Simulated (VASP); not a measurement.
Sn, 2 atoms in the cell. It takes space group I4_1/amd (No. 141, tetragonal). The conventional cell has a = 5.806 Å, b = 5.806 Å, c = 3.182 Å, α = 90.00°, β = 90.00°, γ = 90.00°. Within 4.0 Å of Sn (site symmetry -4m2) lie 10 Sn at 3.01 to 3.76 Å. 

| Quantity | Value |
| --- | --- |
| Program | VASP 6.6.1 |
| Task | single point |
| Functional | PBEsol |
| Potentials or basis | VASP PAW PBE potentials, release 64 (Sn_d) |
| Cutoff | 520 eV |
| k mesh | 7 × 7 × 7 |
| Occupations | fermi-dirac, width 0.1 eV |
| Spin | non-collinear spin, zero start, spin-orbit coupling |
| Starting moments | [[0.0, 0.0, 0.0], [0.0, 0.0, 0.0]] μB |
| Dipole correction | no |
| Further INCAR settings | ALGO = Normal; EDIFF = 1e-06; NBANDS = 40 |

Potentials or basis: VASP PAW PBE potentials, release 64 (Sn_d).

Command:

```console
$ cat potpaw_PBE.64/Sn_d/POTCAR > POTCAR
$ mpirun -np 1 vasp_ncl > vasp.out
```

Hardware: 1 thread of Intel Xeon 8259CL, with other jobs on the host.

**Question.** Estimate the wall time of this run.

**Answer.** Run time: 5.2 min on 1 thread of Intel Xeon 8259CL (shared host), peak memory 0.43 GiB. Counts: scf iterations 11, k points 40.
